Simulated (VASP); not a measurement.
CaB6:

```
Ca B
1.0
     4.14773    0.00000    0.00000
     0.00000    4.14773    0.00000
     0.00000    0.00000    4.14773
Ca B
1 6
Direct
  0.50000 0.50000 0.50000
  0.00000 0.00000 0.29821
  0.00000 0.00000 0.70179
  0.29821 0.00000 0.00000
  0.70179 0.00000 0.00000
  0.00000 0.29821 0.00000
  0.00000 0.70179 0.00000
```

* Program: VASP 6.6.1
* Task: relaxation of cell and atoms
* Functional: LDA
* Potentials or basis: VASP PAW LDA potentials, release 64 (Ca_sv, B)
* Cutoff: 600 eV
* k mesh: 8 × 8 × 8
* Occupations: gaussian, width 0.01 eV
* Spin: no spin polarisation

At the start: pressure -6.3 GPa; volume 10.19 Å³/atom.

Problem. How do energy, volume and symmetry change on relaxing?

Solution. Over 6 steps the energy falls by 8.4 meV/atom and the volume is 9.78 Å³/atom (-4.0 %); space group Pm-3m (No. 221, to 0.1 Å) before and after.

Step by step:
| step | energy change (eV) | largest force (eV/Å) | pressure (GPa) | volume (Å³) |
| --- | --- | --- | --- | --- |
| 1 | 0.0000 | 0.1729 | -6.35 | 71.36 |
| 2 | -0.0259 | 0.7288 | 3.78 | 67.27 |
| 3 | -0.0524 | 0.3309 | -0.67 | 68.92 |
| 4 | -0.0469 | 0.4574 | 0.97 | 67.85 |
| 5 | -0.0586 | 0.0195 | 0.01 | 68.46 |
| 6 | -0.0586 | 0.0029 | -0.02 | 68.48 |

Final structure:
```
CELL_PARAMETERS angstrom
4.09128 0.00000 0.00000
0.00000 4.09128 0.00000
0.00000 0.00000 4.09128
ATOMIC_POSITIONS crystal
Ca 0.50000 0.50000 0.50000
B 0.00000 0.00000 0.29833
B 0.00000 0.00000 0.70167
B 0.29833 0.00000 0.00000
B 0.70167 0.00000 0.00000
B 0.00000 0.29833 0.00000
B 0.00000 0.70167 0.00000
```
